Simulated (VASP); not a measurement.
**WC: single point with PBEsol**

WC, a slab with vacuum:

```xyz
12
Lattice="2.8984 0.0000 0.0000 -1.4492 3.7810 0.0000 0.0000 0.0000 25.9502" Properties=species:S:1:pos:R:3 pbc="T T T"
C     0.0000    2.1682    7.5000
C     0.0000    0.0536    9.3772
C     1.4492    1.7200   11.2543
C     0.0000    3.3864   13.1315
C     0.0000    1.2718   15.0087
C     1.4492    2.9381   16.8859
W     1.4492    1.6664    9.0643
W     0.0000    3.3328   10.9415
W     0.0000    1.2181   12.8186
W     1.4492    2.8845   14.6958
W     1.4492    0.7699   16.5730
W     0.0000    2.4363   18.4502
```

```
Program                : VASP 6.6.1
Task                   : single point
Functional             : PBEsol
Potentials or basis    : VASP PAW PBE potentials, release 64 (C, W_sv)
Cutoff                 : 520 eV
k mesh                 : 13 × 9 × 1
Occupations            : gaussian, width 0.1 eV
Spin                   : no spin polarisation
Dipole correction      : yes
Further INCAR settings : ALGO = Fast; EDIFF = 1e-07; NBANDS = 66; ISYM = 0
```

```json
{
 "Largest force": "3.881 eV/Å",
 "Band gap on the k mesh": "zero (bands 54 and 55 overlap by 0.24 eV)"
}
```

Forces in eV/Å, atoms in the order of the input:
```
C   -0.002 -1.223  3.394
C   -0.001 -0.374  0.737
C    0.001 -0.607  0.370
C   -0.002 -0.156  0.139
C   -0.003 -0.290  0.249
C    0.000 -0.370  0.905
W    0.003  1.494 -3.582
W    0.000  0.458 -1.060
W    0.003  0.409 -0.060
W    0.003  0.229 -0.127
W   -0.001  0.380  0.432
W    0.000  0.051 -1.397
```

Levels at points of the mesh, in eV from the Fermi level:
| k point | band 52 | band 53 | band 54 | band 55 | band 56 | band 57 |
| --- | --- | --- | --- | --- | --- | --- |
| (0.00, 0.00, 0.00) | -0.58 | -0.17 | -0.16 | 0.23 | 0.64 | 0.97 |

Run time: 79 min on 1 thread of Oxide Virtual Turin-like Processor (shared host), peak memory 0.86 GiB.

Caveat: the PAW data sets were made with another functional, which shifts forces and pressure a little; spin-orbit coupling is left out, which moves the levels of the heavy elements.
